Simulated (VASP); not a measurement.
# ZrSi2 (Cmcm) in VASP: notebook

Runs on ZrSi2. Level: r2SCAN. Tasks: single point, relaxation of cell and atoms.

All numbers are computed with VASP 6.6.1; they aren't measurements. Logs are shortened: lines on timing, memory, paths and dates and some standing lists are left out, and cuts for length are marked.

## (1) The cell of the first run

It takes space group Cmcm (No. 63, orthorhombic). Conventional cell: a = 3.672 Å, b = 14.599 Å, c = 3.619 Å, α = 90.00°, β = 90.00°, γ = 90.00°. Within 3.1 Å of Si (site symmetry m2m) lie 2 Si at 2.37 Å and 6 Zr at 2.69 to 2.95 Å. Si (site symmetry m2m) has 12 Si at 2.58 to 3.67 Å and 4 Zr at 2.79 Å within 3.7 Å. Within 3.7 Å of Zr (site symmetry m2m) lie 10 Si at 2.69 to 2.95 Å and 6 Zr at 3.57 to 3.67 Å.

## (2) Single point, r2SCAN

POSCAR reads:

```
ZrSi2
1.0
    3.6715023460     -0.0000001275      0.0000000000
    1.8357509196     -7.2996453296      0.0000000000
    0.0000000000      0.0000000000     -3.6186230752
Si Zr
4 2
Direct
    0.4474631286      0.1050737428      0.7500000000
    0.5525368714      0.8949262572      0.2500000000
    0.7495168483      0.5009663034      0.7500000000
    0.2504831517      0.4990336966      0.2500000000
    0.1052422084      0.7895155831      0.7500000000
    0.8947577916      0.2104844169      0.2500000000
```

INCAR.step1 reads:

```
PREC = Accurate
ENCUT = 520
ISMEAR = 1
SIGMA = 0.0601
LREAL = False
LASPH = True
NELM = 60
NBANDS = 29
GGA = PE
ALGO = Normal
EDIFF = 1E-4
LWAVE = True
LCHARG = False
```

INCAR.step2 reads:

```
PREC = Accurate
ENCUT = 520
EDIFF = 1E-7
ISMEAR = 1
SIGMA = 0.0601
LREAL = False
LASPH = True
NELM = 60
ALGO = Normal
ISIF = 2
LWAVE = False
LCHARG = False
METAGGA = R2SCAN
LMIXTAU = True
NBANDS = 29
ISTART = 1
```

KPOINTS reads:

```
Automatic mesh
0
Gamma
  5 5 5
```

Potentials or basis: VASP PAW PBE potentials, release 64 (Si, Zr_sv).

Command:

```
cat potpaw_PBE.64/Si/POTCAR potpaw_PBE.64/Zr_sv/POTCAR > POTCAR
cp INCAR.step1 INCAR
mpirun -np 1 vasp_std > vasp.out
cp INCAR.step2 INCAR
mpirun -np 1 vasp_std > vasp.out
```

OUTCAR:

```text
PREC = Accurate
   ENCUT = 520
   EDIFF = 1E-7
   ISMEAR = 1
   LREAL = False
   LASPH = True
   NELM = 60
   ISIF = 2
   METAGGA = R2SCAN
   ISTART = 1

 ion  position               nearest neighbor table
   1  0.447  0.105  0.750-   2 2.37   2 2.37   6 2.69   6 2.69   6 2.69   6 2.69   5 2.95   5 2.95

   2  0.553  0.895  0.250-   1 2.37   1 2.37   5 2.69   5 2.69   5 2.69   5 2.69   6 2.95   6 2.95

   3  0.750  0.501  0.750-   4 2.58   4 2.58   4 2.58   4 2.58   6 2.79   6 2.79   5 2.79   5 2.79

   4  0.250  0.499  0.250-   3 2.58   3 2.58   3 2.58   3 2.58   5 2.79   5 2.79   6 2.79   6 2.79

   5  0.105  0.790  0.750-   2 2.69   2 2.69   2 2.69   2 2.69   4 2.79   4 2.79   3 2.79   3 2.79
                             1 2.95   1 2.95   6 3.57   6 3.57
   6  0.895  0.210  0.250-   1 2.69   1 2.69   1 2.69   1 2.69   3 2.79   3 2.79   4 2.79   4 2.79
                             2 2.95   2 2.95   5 3.57   5 3.57

  LATTYP: Found a base centered orthorhombic cell.
 ALAT       =     3.6715023460
 B/A-ratio  =     3.9763805538
 C/A-ratio  =     0.9855973752

  Lattice vectors:

 A1 = (   1.8357514264,   7.2996452021,   0.0000000000)
 A2 = (   1.8357509196,  -7.2996453296,   0.0000000000)
 A3 = (   0.0000000000,   0.0000000000,  -3.6186230752)

Analysis of symmetry for initial positions (statically):
=====================================================================
 Subroutine PRICEL returns:
 Original cell was already a primitive cell.

 Routine SETGRP: Setting up the symmetry group for a
 base centered orthorhombic supercell.

 Subroutine GETGRP returns: Found  8 space group operations
 (whereof  4 operations were pure point group operations)
 out of a pool of  8 trial point group operations.

The static configuration has the point symmetry C_2h.
 The point group associated with its full space group is D_2h.

Analysis of symmetry for dynamics (positions and initial velocities):
=====================================================================
 Subroutine PRICEL returns:
 Original cell was already a primitive cell.

 Routine SETGRP: Setting up the symmetry group for a
 base centered orthorhombic supercell.

 Subroutine GETGRP returns: Found  8 space group operations
 (whereof  4 operations were pure point group operations)
 out of a pool of  8 trial point group operations.

The dynamic configuration has the point symmetry C_2h.
 The point group associated with its full space group is D_2h.

 Subroutine INISYM returns: Found  8 space group operations
[... 107 lines left out ...]
   EDIFFG = 0.1E-05   stopping-criterion for IOM
   NSW    =      0    number of steps for IOM
   IBRION =     -1    ionic relax: 0-MD 1-quasi-New 2-CG
   NFREE  =      0    steps in history (QN), initial steepest desc. (CG)
   ISIF   =      2    stress and relaxation
   ISYM   =      2    0-nonsym 1-usesym 2-fastsym
   POTIM  = 0.5000    time-step for ionic-motion
   TEBEG  =    0.0;   TEEND  =   0.0 temperature during run
   PSTRESS=    0.0 pullay stress
   NELECT =      40.0000    total number of electrons
   NUPDOWN=      -1.0000    fix difference up-down
   EMIN   =  10.00;   EMAX   =-10.00  energy-range for DOS
   EFERMI =   0.00;   METHOD = LEGACY
   ISMEAR =     1;   SIGMA  =   0.06  broadening in eV -4-tet -1-fermi 0-gaus
   EFERMI_NEDOS =   21; number of points for ismear=-14 and -15
   IALGO  =     38    algorithm
   IMIX   =      4    mixing-type and parameters
     AMIX     =   0.40;   BMIX     =  1.00
     AMIX_MAG =   1.60;   BMIX_MAG =  1.00
  volume/ion in A,a.u.               =      16.16       109.08
  Fermi-wavevector in a.u.,A,eV,Ry     =   1.218611  2.302841 20.204834  1.485013
  Thomas-Fermi vector in A             =   2.353892
   LORBIT       =      0    0 simple, 1 ext, 2 COOP (PROOUT), +10 PAW based schemes
   METAGGA = R2SCAN    functional components
   LHFCALC =     F    Hartree Fock is set to
   AEXX    =    0.0000 exact exchange contribution
   IVDW    =     0    specifies the selected vdW correction
   LEPSILON=     F    determine dielectric tensor
   LRPA    =     F    only Hartree local field effects (RPA)
 non-spin polarized calculation
 Methfessel and Paxton  Order N= 1 SIGMA  =   0.06
  energy-cutoff  :      520.00
  volume of cell :       96.98
 maximum number of plane-waves:      2637
   NGX = 13   NGY = 27   NGZ = 13

 number of electron      39.9999999 magnetization

 Free energy of the ion-electron system (eV)
  ---------------------------------------------------
  ext. energy  EPLUGINS =         0.00000000
  ---------------------------------------------------
  free energy    TOTEN  =       -84.48427156 eV

  energy without entropy =      -84.48446264  energy(sigma->0) =      -84.48433525

 E-fermi :  10.5730     XC(G=0): -12.1799

 val. band max:       10.4325478348   @ k =  -0.2000   0.4000   0.2000
 cond. band min:      10.5856479164   @ k =   0.2000   0.0000   0.0000
 fundamental gap:      0.1531000817
 Fermi energy:        10.5730032281

 k-point     1 :       0.0000    0.0000    0.0000
  band No.  band energies     occupation
      1     -39.8860      2.00000
      2     -39.8698      2.00000
      3     -17.4838      2.00000
      4     -17.3149      2.00000
      5     -17.2862      2.00000
      6     -17.2793      2.00000
[... 757 lines left out ...]
     28      15.0867      0.00000
     29      15.4409      0.00000

 [... further k-points ...]

------------------------ aborting loop because EDIFF is reached ----------------------------------------

  FORCE on cell =-STRESS in cart. coord.  units (eV):
  Direction    XX          YY          ZZ          XY          YZ          ZX
  --------------------------------------------------------------------------------------
  -------------------------------------------------------------------------------------
  Total        2.9914845      3.0001999      3.0382213      0.0000000      0.0000000      0.0000000
  in kB       49.4206466     49.5646290     50.1927589      0.0000000      0.0000000      0.0000000
  external PRESSURE =      49.7260115 kB  Pullay stress =       0.0000000 kB

 VOLUME and BASIS-vectors are now :
 -----------------------------------------------------------------------------
  energy-cutoff  :      520.00
  volume of cell :       96.98
      direct lattice vectors                 reciprocal lattice vectors
     3.671502346 -0.000000127  0.000000000     0.272368070  0.068496470  0.000000000
     1.835750920 -7.299645330  0.000000000    -0.000000005 -0.136992958  0.000000000
     0.000000000  0.000000000 -3.618623075     0.000000000  0.000000000 -0.276348207

 POSITION                                       TOTAL-FORCE (eV/Angst)
 -----------------------------------------------------------------------------------
      1.83575     -0.76700     -2.71397         0.000000      0.006586      0.000000
      3.67150     -6.53264     -0.90466        -0.000000     -0.006586      0.000000
      3.67150     -3.65688     -2.71397        -0.000000     -0.001486      0.000000
      1.83575     -3.64277     -0.90466         0.000000      0.001486      0.000000
      1.83575     -5.76318     -2.71397         0.000000      0.010038      0.000000
      3.67150     -1.53646     -0.90466        -0.000000     -0.010038      0.000000
 -----------------------------------------------------------------------------------
    total drift:                               -0.000000      0.000000      0.000000

  FREE ENERGIE OF THE ION-ELECTRON SYSTEM (eV)
  ---------------------------------------------------
  free  energy   TOTEN  =       -84.4842715569 eV

  energy  without entropy=      -84.4844626374  energy(sigma->0) =      -84.48433525
```

Wall time 7.3 min (1 thread of Intel Xeon 8259CL, shared host); peak memory 0.24 GiB.

What came out:

```yaml
Free_energy: -84.4843 eV
Pressure: 5.0 GPa
Largest_force: 0.010 eV/Å
Band_gap_on_the_k_mesh: zero (bands 20 and 21 overlap by 0.58 eV)
```

Forces on the atoms (eV/Å):
```
Si   0.000  0.007  0.000
Si   0.000 -0.007  0.000
Si   0.000 -0.001  0.000
Si   0.000  0.001  0.000
Zr   0.000  0.010  0.000
Zr   0.000 -0.010  0.000
```

Levels at points of the mesh, in eV from the Fermi level:
| k point | band 16 | band 17 | band 18 | band 19 | band 20 | band 21 | band 22 | band 23 | band 24 | band 25 |
| --- | --- | --- | --- | --- | --- | --- | --- | --- | --- | --- |
| (0.00, 0.00, 0.00) | -2.82 | -2.66 | -2.65 | -2.58 | 0.05 | 1.14 | 1.50 | 1.53 | 1.70 | 2.18 |

Caveat: the cell stands under pressure; the PAW data sets were made with another functional, which shifts forces and pressure a little.

## (3) Relaxation of cell and atoms, r2SCAN, target pressure 5 GPa, at which the enthalpy is minimised

This run uses another cell than the first one, of 15.68 Å³/atom.

POSCAR reads:

```
ZrSi2
1.0
    3.6299210000      0.0000000000      0.0000000000
    1.8149600000     -7.2015170000      0.0000000000
    0.0000000000      0.0000000000     -3.5992760000
Si Zr
4 2
Direct
    0.4410000000      0.1180000000      0.7500000000
    0.5590000000      0.8820000000      0.2500000000
    0.7500000000      0.5000000000      0.7500000000
    0.2500000000      0.5000000000      0.2500000000
    0.1060000000      0.7880000000      0.7500000000
    0.8940000000      0.2120000000      0.2500000000
```

INCAR.step1 reads:

```
SYSTEM = ZrSi2
ALGO = Normal
EDIFF = 1E-4
ENCUT = 600
GGA = PE
ISMEAR = 1
LASPH = .True.
LCHARG = .False.
LREAL = .False.
LWAVE = .True.
NELM = 100
PREC = Accurate
SIGMA = 0.0601
```

INCAR.step2 reads:

```
SYSTEM = ZrSi2
ALGO = Normal
EDIFF = 1E-6
EDIFFG = -0.01
ENCUT = 600
IBRION = 2
ISIF = 3
ISMEAR = 1
ISTART = 1
LASPH = .True.
LCHARG = .False.
LMIXTAU = .True.
LREAL = .False.
LWAVE = .False.
METAGGA = R2SCAN
NELM = 100
NSW = 80
PREC = Accurate
PSTRESS = 50.0
SIGMA = 0.0601
```

KPOINTS reads:

```
k-points
0
Gamma
  5 5 5
  0 0 0
```

Potentials or basis: VASP PAW PBE potentials, release 64 (Si, Zr_sv).

Command:

```
cat potpaw_PBE.64/Si/POTCAR potpaw_PBE.64/Zr_sv/POTCAR > POTCAR
cp INCAR.step1 INCAR
mpirun -np 1 vasp_std > vasp.out
cp INCAR.step2 INCAR
mpirun -np 1 vasp_std > vasp.out
```

It took 64 min on 1 thread of Intel Xeon 8259CL, shared host; peak memory 0.29 GiB.

Results (log left out):

- Free energy: -84.4808 eV
- Relaxed volume: 16.17 Å³/atom
- Relaxed cell: a = 3.671 Å, b = 7.528 Å, c = 3.619 Å, α = 90.00°, β = 90.00°, γ = 75.89°
- Space group after relaxing (to 0.1 Å): Cmcm (No. 63)
- Energy change on relaxing (the run minimises the enthalpy): -38.7 meV/atom
- Ionic steps: 13
- Pressure after relaxing: 5.0 GPa
- Largest force after relaxing: 0.007 eV/Å
- Band gap on the k mesh: zero (bands 20 and 21 overlap by 0.58 eV)

Forces in eV/Å, atoms in the order of the input:
```
Si   0.000 -0.003  0.000
Si   0.000  0.003  0.000
Si   0.000  0.007  0.000
Si   0.000 -0.007  0.000
Zr   0.000 -0.001  0.000
Zr   0.000  0.001  0.000
```

The path:
```
step  energy change (eV)  largest force (eV/Å)  pressure (GPa)  volume (Å³)
   1              0.0000                0.9964            9.43        94.09
   2             -0.2414                0.4414           -0.29       100.11
   3             -0.2022                0.6510            3.15        97.72
   4             -0.2116                0.1352            4.83        96.77
   5             -0.2090                0.0761            5.01        96.68
   6             -0.2142                0.1220            5.41        96.55
   7             -0.2133                0.1577            5.63        96.48
   8             -0.2417                0.0493            4.44        97.34
   9             -0.2338                0.0833            4.80        97.07
  10             -0.2296                0.0280            5.11        96.92
  11             -0.2309                0.0117            5.03        96.96
  12             -0.2310                0.0120            5.03        96.96
  13             -0.2320                0.0067            4.97        96.99
```

Final structure:
```
Si Zr
1.0
     3.67078    0.00000    0.00000
     1.83539   -7.30073    0.00000
     0.00000    0.00000   -3.61929
Si Zr
4 2
Direct
  0.44753 0.10494 0.75000
  0.55247 0.89506 0.25000
  0.74947 0.50107 0.75000
  0.25053 0.49893 0.25000
  0.10529 0.78942 0.75000
  0.89471 0.21058 0.25000
```

Levels at points of the mesh, in eV from the Fermi level:
```csv
k point,band 16,band 17,band 18,band 19,band 20,band 21,band 22,band 23,band 24
"(0.00, 0.00, 0.00)",-2.82,-2.66,-2.65,-2.59,0.05,1.14,1.49,1.53,1.70
```

Caveat: the cell is relaxed towards a set pressure, so the run minimises the enthalpy, not the energy; the PAW data sets were made with another functional, which shifts forces and pressure a little.

The gap in the log of VASP goes by the Fermi energy; the results here count the filled bands.